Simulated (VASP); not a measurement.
Set up this calculation in VASP 6.6.1, as the native input.

```yaml
Task: single point
Functional: PBE
Potentials_or_basis: VASP PAW PBE potentials, release 64 (Cd, O)
Cutoff: 520 eV
k_mesh: 7 × 7 × 7
Occupations: fermi-dirac, width 0.0612256 eV
Spin: no spin polarisation
Dipole_correction: no
Further_INCAR_settings: ALGO = Normal; EDIFF = 1e-06; NBANDS = 53
```

The structure of Cd2O3 lies in POSCAR:

```
Cd2O3
1.0
    5.2004213333      0.0000000000      0.0000000000
    0.0000000000      5.2004213333      0.0000000000
    0.0000000000      0.0000000000      5.2004213333
Cd O
4 6
Direct
    0.2500000000      0.2500000000      0.2500000000
    0.7500000000      0.7500000000      0.2500000000
    0.7500000000      0.2500000000      0.7500000000
    0.2500000000      0.7500000000      0.7500000000
    0.5000000000      0.0000000000      0.0000000000
    0.0000000000      0.5000000000      0.0000000000
    0.0000000000      0.0000000000      0.5000000000
    0.5000000000      0.5000000000      0.0000000000
    0.5000000000      0.0000000000      0.5000000000
    0.0000000000      0.5000000000      0.5000000000
```

The input as run:

INCAR

```
  ALGO = Normal
  EDIFF = 1E-6
  ENCUT = 520
  GGA = PE
  ISIF = 2
  ISMEAR = -1
  LASPH = True
  LCHARG = True
  LELF = True
  LREAL = False
  LVHAR = True
  LWAVE = False
  NBANDS = 53
  NELM = 100
  PREC = Accurate
  SIGMA = 0.06122561905347299
```

KPOINTS

```
k-points
0
Gamma
  7 7 7
```

Potentials or basis: VASP PAW PBE potentials, release 64 (Cd, O).

Command:

```sh
$ cat potpaw_PBE.64/Cd/POTCAR potpaw_PBE.64/O/POTCAR > POTCAR
$ mpirun -np 1 vasp_std > vasp.out
```

It gave:

- Pressure: 5.8 GPa
- Band gap on the k mesh: zero (bands 42 and 43 overlap by 0.76 eV)

Caveat: the cell stands under pressure; semilocal functionals underestimate gaps, so a narrow gap can read as zero.

Run time: 67 s on 1 thread of Intel(R) Xeon(R) 6975P-C (Granite Rapids), on a shared host, peak memory 0.29 GiB.
